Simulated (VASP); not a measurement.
AlN:

```
CELL_PARAMETERS angstrom
0.00000 2.11497 1.95380
2.11497 0.00000 1.95380
2.11497 2.11497 0.00000
ATOMIC_POSITIONS crystal
Al 0.00000 0.00000 0.00000
N 0.50000 0.50000 0.50000
```

This cell differs from its parent crystal: epitaxial xy strain +4.8%.

Base run:

```yaml
Program: VASP 6.6.1
Functional: r2SCAN
Potentials_or_basis: VASP PAW PBE potentials, release 64 (Al, N)
Cutoff: 520 eV
k_mesh: 10 × 10 × 10
Occupations: gaussian, width 0.01 eV
Spin: no spin polarisation
```

Its results: band gap on the k mesh 4.42 eV, indirect (least direct gap 5.41 eV); pressure -12.6 GPa.

Question: The run is repeated on the same cell with these changes: functional from r2SCAN to PBE; occupations from gaussian, width 0.01 eV to fermi-dirac, width 0.02 eV. What comes out?

Answer: Band gap on the k mesh 3.57 eV, indirect (least direct gap 4.62 eV); pressure -5.9 GPa.

Caveats: the PAW data sets were made with another functional, which shifts forces and pressure a little (some runs).

A k mesh can miss the band edges.
